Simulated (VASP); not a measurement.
# TaN (Fm-3m) in VASP: notebook

The runs below take TaN through relaxation of cell and atoms, single point, with PBEsol.

Program: VASP 6.6.1. These are calculated values, not measurements. Logs are shortened: lines on timing, memory, paths and dates and some standing lists are left out, and cuts for length are marked.

### Step 1. The cell of the first run

Symmetry: Fm-3m, No. 225, cubic system. The conventional cell has a = 4.358 Å, b = 4.358 Å, c = 4.358 Å, α = 90.00°, β = 90.00°, γ = 90.00°. Within 2.9 Å of Ta (site symmetry m-3m) lie 6 N at 2.18 Å. N (site symmetry m-3m) has 6 Ta at 2.18 Å within 2.9 Å.

### Step 2. Relaxation of cell and atoms, PBEsol

Contents of INCAR:

```
PREC     = Accurate       # precision mode
ENCUT    = 600            # plane-wave cutoff, eV
EDIFF    = 1E-7           # SCF threshold, eV
ISMEAR   = 0              # smearing method
SIGMA    = 0.1            # smearing width, eV
LREAL    = F              # projectors in reciprocal space
LASPH    = T              # aspherical terms in the spheres
NELM     = 100            # most SCF steps
ALGO     = Normal         # electronic algorithm
ISIF     = 3              # what is computed and relaxed
LWAVE    = F              # write WAVECAR
LCHARG   = F              # write CHGCAR
GGA      = PS             # functional
IBRION   = 2              # ionic algorithm
NSW      = 100            # ionic steps
EDIFFG   = -0.005         # ionic threshold
```

Contents of KPOINTS:

```
regular mesh
0
Gamma
  16 16 16
```

Contents of POSCAR:

```
TaN
1.0
    0.0000000000      2.1790000000      2.1790000000
    2.1790000000      0.0000000000      2.1790000000
    2.1790000000      2.1790000000      0.0000000000
Ta N
1 1
Direct
    0.5000000000      0.5000000000      0.5000000000
    0.0000000000      0.0000000000      0.0000000000
```

Potentials or basis: VASP PAW PBE potentials, release 64 (Ta_pv, N).

Run with:

```console
$ cat potpaw_PBE.64/Ta_pv/POTCAR potpaw_PBE.64/N/POTCAR > POTCAR
$ mpirun -np 1 vasp_std > vasp.out
```

OUTCAR:

```text
PREC = Accurate
   ENCUT = 600
   EDIFF = 1E-7
   ISMEAR = 0
   LREAL = F
   LASPH = T
   NELM = 100
   ISIF = 3
   GGA = PS
   IBRION = 2
   NSW = 100
   EDIFFG = -0.005

 ion  position               nearest neighbor table
   1  0.500  0.500  0.500-   2 2.18   2 2.18   2 2.18   2 2.18   2 2.18   2 2.18
   2  0.000  0.000  0.000-   1 2.18   1 2.18   1 2.18   1 2.18   1 2.18   1 2.18

  LATTYP: Found a face centered cubic cell.
 ALAT       =     4.3580000000

  Lattice vectors:

 A1 = (   0.0000000000,   2.1790000000,   2.1790000000)
 A2 = (   2.1790000000,   0.0000000000,   2.1790000000)
 A3 = (   2.1790000000,   2.1790000000,   0.0000000000)

Analysis of symmetry for initial positions (statically):
=====================================================================
 Subroutine PRICEL returns:
 Original cell was already a primitive cell.

 Routine SETGRP: Setting up the symmetry group for a
 face centered cubic supercell.

 Subroutine GETGRP returns: Found 48 space group operations
[... 9 lines left out ...]

 Routine SETGRP: Setting up the symmetry group for a
 face centered cubic supercell.

 Subroutine GETGRP returns: Found 48 space group operations
[... 11 lines left out ...]
                                     Primitive cell

  volume of cell :      20.6920

  direct lattice vectors                    reciprocal lattice vectors
     0.000000000  2.179000000  2.179000000    -0.229463056  0.229463056  0.229463056
     2.179000000  0.000000000  2.179000000     0.229463056 -0.229463056  0.229463056
     2.179000000  2.179000000  0.000000000     0.229463056  0.229463056 -0.229463056

  length of vectors
     3.081571352  3.081571352  3.081571352     0.397441672  0.397441672  0.397441672

  position of ions in fractional coordinates (direct lattice)
     0.500000000  0.500000000  0.500000000
     0.000000000  0.000000000  0.000000000

  ion indices of the primitive-cell ions
   primitive index   ion index
                 1           1
                 2           2

----------------------------------------------------------------------------------------

 KPOINTS: regular mesh

Automatic generation of k-mesh.
 Grid dimensions read from file:
 generate k-points for:   16   16   16

 Generating k-lattice:

  Cartesian coordinates                     Fractional coordinates (reciprocal lattice)
    -0.014341441  0.014341441  0.014341441     0.062500000  0.000000000  0.000000000
     0.014341441 -0.014341441  0.014341441     0.000000000  0.062500000  0.000000000
     0.014341441  0.014341441 -0.014341441     0.000000000  0.000000000  0.062500000

  Length of vectors
     0.024840105  0.024840105  0.024840105

  Shift w.r.t. Gamma in fractional coordinates (k-lattice)
     0.000000000  0.000000000  0.000000000

 Subroutine IBZKPT returns following result:
 ===========================================

 Found    145 irreducible k-points:

 Following reciprocal coordinates:
            Coordinates               Weight
  0.000000  0.000000  0.000000      1.000000
  0.062500  0.000000  0.000000      8.000000
  0.125000  0.000000  0.000000      8.000000
  0.187500  0.000000  0.000000      8.000000
  0.250000  0.000000  0.000000      8.000000
  0.312500  0.000000  0.000000      8.000000
[... 16 lines left out ...]
 -0.125000  0.062500  0.000000     24.000000
 -0.062500  0.062500  0.000000     12.000000
 [... further k-points ...]
   k-points           NKPTS =    145   k-points in BZ     NKDIM =    145   number of bands    NBANDS=     12
   number of dos      NEDOS =    301   number of ions     NIONS =      2
   total plane-waves  NPLWV =  21952
   dimension x,y,z NGX =    28 NGY =   28 NGZ =   28
   dimension x,y,z NGXF=    56 NGYF=   56 NGZF=   56
   ions per type =               1   1
   NGX,Y,Z   is equivalent  to a cutoff of  15.11, 15.11, 15.11 a.u.
   NGXF,Y,Z  is equivalent  to a cutoff of  30.21, 30.21, 30.21 a.u.
 SYSTEM =  unknown system
   PREC   = accura    normal or accurate (medium, high low for compatibility)
   ISTART =      0    job   : 0-new  1-cont  2-samecut
   ICHARG =      2    charge: 1-file 2-atom 10-const
   ISPIN  =      1    spin polarized calculation?
   LNONCOLLINEAR =      F non collinear calculations
   LSORBIT =      F    spin-orbit coupling
   LASPH  =      T    aspherical Exc in radial PAW
   ENCUT  =  600.0 eV  44.10 Ry    6.64 a.u.   6.15  6.15  6.15*2*pi/ulx,y,z
   NELM   =    100;   NELMIN=  2; NELMDL= -5     # of ELM steps
   EDIFF  = 0.1E-06   stopping-criterion for ELM
   LREAL  =      F    real-space projection
   EDIFFG = -.5E-02   stopping-criterion for IOM
   NSW    =    100    number of steps for IOM
   IBRION =      2    ionic relax: 0-MD 1-quasi-New 2-CG
   NFREE  =      1    steps in history (QN), initial steepest desc. (CG)
   ISIF   =      3    stress and relaxation
   ISYM   =      2    0-nonsym 1-usesym 2-fastsym
   POTIM  = 0.5000    time-step for ionic-motion
   TEBEG  =    0.0;   TEEND  =   0.0 temperature during run
   PSTRESS=    0.0 pullay stress
   NELECT =      16.0000    total number of electrons
   NUPDOWN=      -1.0000    fix difference up-down
   EMIN   =  10.00;   EMAX   =-10.00  energy-range for DOS
   EFERMI =   0.00;   METHOD = LEGACY
   ISMEAR =     0;   SIGMA  =   0.10  broadening in eV -4-tet -1-fermi 0-gaus
   EFERMI_NEDOS =   21; number of points for ismear=-14 and -15
   IALGO  =     38    algorithm
   IMIX   =      4    mixing-type and parameters
     AMIX     =   0.40;   BMIX     =  1.00
     AMIX_MAG =   1.60;   BMIX_MAG =  1.00
  volume/ion in A,a.u.               =      10.35        69.82
  Fermi-wavevector in a.u.,A,eV,Ry     =   1.502615  2.839530 30.719922  2.257851
  Thomas-Fermi vector in A             =   2.613832
   LORBIT       =      0    0 simple, 1 ext, 2 COOP (PROOUT), +10 PAW based schemes
   GGA     = PS    functional components
   LHFCALC =     F    Hartree Fock is set to
   AEXX    =    0.0000 exact exchange contribution
   IVDW    =     0    specifies the selected vdW correction
   LEPSILON=     F    determine dielectric tensor
   LRPA    =     F    only Hartree local field effects (RPA)
 conjugate gradient relaxation of ions
 non-spin polarized calculation
 Gauss-broadening in eV      SIGMA  =   0.10
  energy-cutoff  :      600.00
  volume of cell :       20.69
 maximum number of plane-waves:       701
 NGX is ok and might be reduce to    28
   NGX = 13   NGY = 13   NGZ = 13

--------------------------------------- Ionic step        1  -------------------------------------------

 number of electron      16.0000001 magnetization

 Free energy of the ion-electron system (eV)
  ---------------------------------------------------
  ext. energy  EPLUGINS =         0.00000000
  ---------------------------------------------------
  free energy    TOTEN  =       -23.20803049 eV

  energy without entropy =      -23.20248254  energy(sigma->0) =      -23.20525652

------------------------ aborting loop because EDIFF is reached ----------------------------------------

  FORCE on cell =-STRESS in cart. coord.  units (eV):
  Direction    XX          YY          ZZ          XY          YZ          ZX
  --------------------------------------------------------------------------------------
  -------------------------------------------------------------------------------------
  Total        0.7040534      0.7040534      0.7040534      0.0000000      0.0000000      0.0000000
  in kB       54.5148061     54.5148061     54.5148061      0.0000000      0.0000000      0.0000000
  external PRESSURE =      54.5148061 kB  Pullay stress =       0.0000000 kB
[... 57 lines left out ...]
  energy  without entropy=      -23.1782016040  energy(sigma->0) =      -23.18112476

--------------------------------------- Ionic step        3  -------------------------------------------

 number of electron      16.0000000 magnetization

 Free energy of the ion-electron system (eV)
  ---------------------------------------------------
  ext. energy  EPLUGINS =         0.00000000
  ---------------------------------------------------
  free energy    TOTEN  =       -23.21318312 eV

  energy without entropy =      -23.20754746  energy(sigma->0) =      -23.21036529

 E-fermi :   9.5063     XC(G=0): -13.6571

 val. band max:        9.4991874058   @ k =  -0.2500   0.3750   0.1250
 cond. band min:       9.5133349706   @ k =  -0.3125   0.3125   0.1250
 fundamental gap:      0.0141475648
 Fermi energy:         9.5063211547

 k-point     1 :       0.0000    0.0000    0.0000
  band No.  band energies     occupation
      1     -26.1645      2.00000
      2     -26.1645      2.00000
      3     -26.1645      2.00000
      4      -9.3936      2.00000
      5       5.6866      2.00000
      6       5.6866      2.00000
      7       5.6866      2.00000
      8       7.3532      2.00000
      9       7.3532      2.00000
     10       7.3532      2.00000
     11       9.5453      0.58158
     12       9.5453      0.58158
[... 331 lines left out ...]
 k-point    24 :      -0.0625    0.0625    0.0000
  band No.  band energies     occupation
      1     -26.2534      2.00000
      2     -26.1878      2.00000
      3     -26.1667      2.00000
      4      -9.1360      2.00000
      5       4.4537      2.00000
      6       4.7692      2.00000
      7       5.1186      2.00000
      8       7.5311      2.00000
      9       7.7655      2.00000
     10       8.0751      2.00000
     11       9.9841      0.00000
     12      10.8625      0.00000

 [... further k-points ...]
[... 5 lines left out ...]
  --------------------------------------------------------------------------------------
  -------------------------------------------------------------------------------------
  Total       -0.0082133     -0.0082133     -0.0082133      0.0000000     -0.0000000      0.0000000
  in kB       -0.6265240     -0.6265240     -0.6265240      0.0000000     -0.0000000      0.0000000
  external PRESSURE =      -0.6265240 kB  Pullay stress =       0.0000000 kB
[... 17 lines left out ...]
  FREE ENERGIE OF THE ION-ELECTRON SYSTEM (eV)
  ---------------------------------------------------
  free  energy   TOTEN  =       -23.2131831196 eV

  energy  without entropy=      -23.2075474631  energy(sigma->0) =      -23.21036529

 reached required accuracy - stopping structural energy minimisation
```

It took 67 s on 1 thread of Intel Xeon Platinum 8488C (Sapphire Rapids), shared host; peak memory 0.21 GiB.

Results:

```
Free energy                            : -23.2132 eV
Relaxed volume                         : 10.50 Å³/atom
Relaxed cell                           : a = 3.097 Å, b = 3.097 Å, c = 3.097 Å, α = 60.00°, β = 60.00°, γ = 60.00°
Space group after relaxing (to 0.05 Å) : Fm-3m (No. 225)
Energy gained by relaxing              : 2.6 meV/atom
Ionic steps                            : 3
Pressure after relaxing                : -0.1 GPa
Band gap on the k mesh                 : zero (band 8 reaches 11.46 eV, above the bottom of band 9 at 7.35 eV)
```

The path:
```csv
step,energy change (eV),largest force (eV/Å),pressure (GPa),volume (Å³)
1,0.0000,0.0000,5.45,20.69
2,0.0240,0.0000,-11.81,21.76
3,-0.0052,0.0000,-0.06,21.00
```

Final structure:
```
Ta N
1.0
     0.00000    2.18988    2.18988
     2.18988    0.00000    2.18988
     2.18988    2.18988    0.00000
Ta N
1 1
Direct
  0.50000 0.50000 0.50000
  0.00000 0.00000 0.00000
```

Levels at points of the mesh, in eV from the Fermi level:
| k point | band 4 | band 5 | band 6 | band 7 | band 8 | band 9 | band 10 | band 11 | band 12 |
| --- | --- | --- | --- | --- | --- | --- | --- | --- | --- |
| (0.00, 0.00, 0.00) | -18.90 | -3.82 | -3.82 | -3.82 | -2.15 | -2.15 | -2.15 | 0.04 | 0.04 |
| (0.50, 0.00, 0.00) | -15.75 | -10.49 | -7.67 | -7.67 | 1.96 | 1.96 | 2.06 | 3.85 | 7.70 |
| (0.50, 0.50, 0.00) | -17.62 | -6.65 | -5.57 | -4.63 | -4.63 | 2.14 | 3.64 | 3.64 | 4.70 |

Caveat: the PAW data sets were made with another functional, which shifts forces and pressure a little; spin-orbit coupling is left out, which moves the levels of the heavy elements. Zero-point motion and thermal expansion aren't in these numbers.

(Part 1 of 2 ends here.)
